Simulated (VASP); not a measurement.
Here is a VASP 6.6.1 calculation.

The input INCAR:

```
SYSTEM = Hf
PREC = Accurate ; ENCUT = 600
EDIFF = 1E-6 ; ISMEAR = 0
SIGMA = 0.05 ; LREAL = .False.
LASPH = .True. ; NELM = 60
ALGO = Fast ; ISIF = 4
LWAVE = .False. ; LCHARG = .False.
GGA = PS ; IBRION = 2
NSW = 60 ; EDIFFG = -0.01
```

The input KPOINTS:

```
regular mesh
0
Gamma
  10 10 14
  0 0 0
```

POSCAR

```
Hf
1.0
    4.7821047711      0.0000000000      0.0000000000
   -2.3910523856      4.1414242153      0.0000000000
    0.0000000000      0.0000000000      2.9791361774
Hf
3
Direct
    0.6666666667      0.3333333333      0.5000000000
    0.3333333333      0.6666666667      0.5000000000
    0.0000000000      0.0000000000      0.0000000000
```

Potentials or basis: VASP PAW PBE potentials, release 64 (Hf_pv).

The run is started by

```console
$ cat potpaw_PBE.64/Hf_pv/POTCAR > POTCAR
$ mpirun -np 1 vasp_std > vasp.out
```

(1) Predict the band gap on the k mesh.

Results:

(1) zero (bands 15 and 16 overlap by 1.02 eV).

Caveat: spin-orbit coupling is left out, which moves the levels of the heavy elements.
